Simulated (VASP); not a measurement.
Write the native input for VASP 6.6.1 that does the following.

```
Task                   : single point
Functional             : PBEsol
Potentials or basis    : VASP PAW PBE potentials, release 64 (Si, Ni)
Cutoff                 : 520 eV
k mesh                 : 12 × 12 × 10
Occupations            : gaussian, width 0.15 eV
Spin                   : no spin polarisation
Dipole correction      : no
Further INCAR settings : ALGO = Fast; EDIFF = 1e-06; NBANDS = 33
```

The structure of SiNi2 lies in POSCAR:

```
SiNi2
1.0
    3.8684636248      0.0000000000      0.0000000000
   -1.9342318124      3.3501877727      0.0000000000
    0.0000000000      0.0000000000      4.9169852794
Si Ni
2 4
Direct
    0.3333333333      0.6666666667      0.7568013204
    0.6666666667      0.3333333333      0.2431986796
    0.0000000000      0.0000000000      0.0000000000
    0.0000000000      0.0000000000      0.5000000000
    0.3333333333      0.6666666667      0.2576266244
    0.6666666667      0.3333333333      0.7423733756
```

This cell differs from its parent crystal: mode 4 (122.1 1/cm) frozen in, largest displacement +0.037 Å.

The input as run:

INCAR

```
  PREC = Accurate
  ENCUT = 520
  EDIFF = 1E-6
  ISMEAR = 0
  SIGMA = 0.15
  LREAL = F
  LASPH = T
  NELM = 80
  ALGO = Fast
  ISIF = 2
  LWAVE = F
  LCHARG = F
  GGA = PS
  NBANDS = 33
```

KPOINTS

```
regular mesh
0
Gamma
  12 12 10
```

Potentials or basis: VASP PAW PBE potentials, release 64 (Si, Ni).

Launch:

```sh
$ cat potpaw_PBE.64/Si/POTCAR potpaw_PBE.64/Ni/POTCAR > POTCAR
$ mpirun -np 1 vasp_std > vasp.out
```

It gave:

```yaml
Pressure: 0.3 GPa
Largest_force: 0.116 eV/Å
Band_gap_on_the_k_mesh: zero (band 24 reaches 14.12 eV, above the bottom of band 25 at 10.80 eV)
```

Caveat: the cell differs from its parent crystal (mode 4 (122.1 1/cm) frozen in, largest displacement +0.037 Å); the PAW data sets were made with another functional, which shifts forces and pressure a little.

Run time: 3.8 min on 1 thread of Intel(R) Xeon(R) 6975P-C (Granite Rapids), with other jobs on the host, peak memory 0.37 GiB.
